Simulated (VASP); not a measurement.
Input of a VASP 6.6.1 run:

The input INCAR:

```
PREC = Accurate
ENCUT = 600
EDIFF = 1E-7
ISMEAR = 0
SIGMA = 0.1
LREAL = False
LASPH = True
NELM = 80
ALGO = Normal
ISIF = 3
LWAVE = False
LCHARG = False
GGA = PE
IBRION = 2
NSW = 90
EDIFFG = -0.04
```

KPOINTS

```
Automatic mesh
0
Gamma
  4 4 4
```

The input POSCAR:

```
PdRu3Pt
1.0
    3.8602532100      0.0000000000      0.0000000000
    0.0000000000      3.8602532100      0.0000000000
    0.0000000000      0.0000000000      3.8602532100
Ru Pd Pt
3 1 1
Direct
    0.0000000000      0.5000000000      0.5000000000
    0.5000000000      0.5000000000      0.0000000000
    0.5000000000      0.0000000000      0.5000000000
    0.0000000000      0.0000000000      0.0000000000
    0.5000000000      0.5000000000      0.5000000000
```

Potentials or basis: VASP PAW PBE potentials, release 64 (Ru_pv, Pd, Pt).

Run with:

```console
$ cat potpaw_PBE.64/Ru_pv/POTCAR potpaw_PBE.64/Pd/POTCAR potpaw_PBE.64/Pt/POTCAR > POTCAR
$ mpirun -np 1 vasp_std > vasp.out
```

What does it give for the band gap on the k mesh?

Zero (band 31 reaches 7.37 eV, above the bottom of band 32 at 6.52 eV).

Predict the space group after relaxing (to 0.05 Å).

Pm-3m (No. 221).

Final structure:
```xyz
5
Lattice="4.6754 0.0000 0.0000 0.0000 4.6754 0.0000 0.0000 0.0000 4.6754" Properties=species:S:1:pos:R:3 pbc="T T T"
Ru    0.0000    2.3377    2.3377
Ru    2.3377    2.3377    0.0000
Ru    2.3377    4.6754    2.3377
Pd    0.0000    0.0000    0.0000
Pt    2.3377    2.3377    2.3377
```

Caveat: the k points lie up to 0.34 Å⁻¹ apart in the final cell; spin-orbit coupling is left out, which moves the levels of the heavy elements.
